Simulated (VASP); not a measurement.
Write the native input for VASP 6.6.1 that does the following.

```yaml
Task: single point
Functional: PBE
Potentials_or_basis: VASP PAW PBE potentials, release 64 (Al, N)
Cutoff: 520 eV
k_mesh: 9 × 9 × 6
Occupations: gaussian, width 0.05 eV
Spin: no spin polarisation
Dipole_correction: no
Further_INCAR_settings: ALGO = Normal; EDIFF = 1e-06; NBANDS = 16
```

The structure of AlN lies in POSCAR:

```
AlN
1.0
    3.2979289438      0.0000000000      0.0000000000
   -1.6489644719      2.8560902452      0.0000000000
    0.0000000000      0.0000000000      4.0581015653
Al N
2 2
Direct
    0.3333333333      0.6666666667      0.7500000000
    0.6666666667      0.3333333333      0.2500000000
    0.3333333333      0.6666666667      0.2500000000
    0.6666666667      0.3333333333      0.7500000000
```

This cell differs from its parent crystal: volume 9.556 Å^3 an atom, c/a of the conventional cell 1.2305.

One way to write it, as run:

INCAR

```
SYSTEM = AlN
PREC     = Accurate       ! precision mode
ENCUT    = 520            ! plane-wave cutoff, eV
EDIFF    = 1E-6           ! SCF threshold, eV
ISMEAR   = 0              ! smearing method
SIGMA    = 0.05           ! smearing width, eV
LREAL    = .False.        ! projectors in reciprocal space
LASPH    = .True.         ! aspherical terms in the spheres
NELM     = 100            ! most SCF steps
ALGO     = Normal         ! electronic algorithm
ISIF     = 2              ! what is computed and relaxed
LWAVE    = .False.        ! write WAVECAR
LCHARG   = .False.        ! write CHGCAR
GGA      = PE             ! functional
NBANDS   = 16             ! bands
```

KPOINTS

```
regular mesh
0
Gamma
  9 9 6
  0 0 0
```

Potentials or basis: VASP PAW PBE potentials, release 64 (Al, N).

The run is started by

```sh
$ cat potpaw_PBE.64/Al/POTCAR potpaw_PBE.64/N/POTCAR > POTCAR
$ mpirun -np 1 vasp_std > vasp.out
```

Results of the run:

The pressure is 8.4 GPa and the band gap on the k mesh is 3.64 eV, direct.

It took 35 s on 1 thread of Intel(R) Xeon(R) Platinum 8488C (Sapphire Rapids) (shared host), peak memory 0.16 GiB.
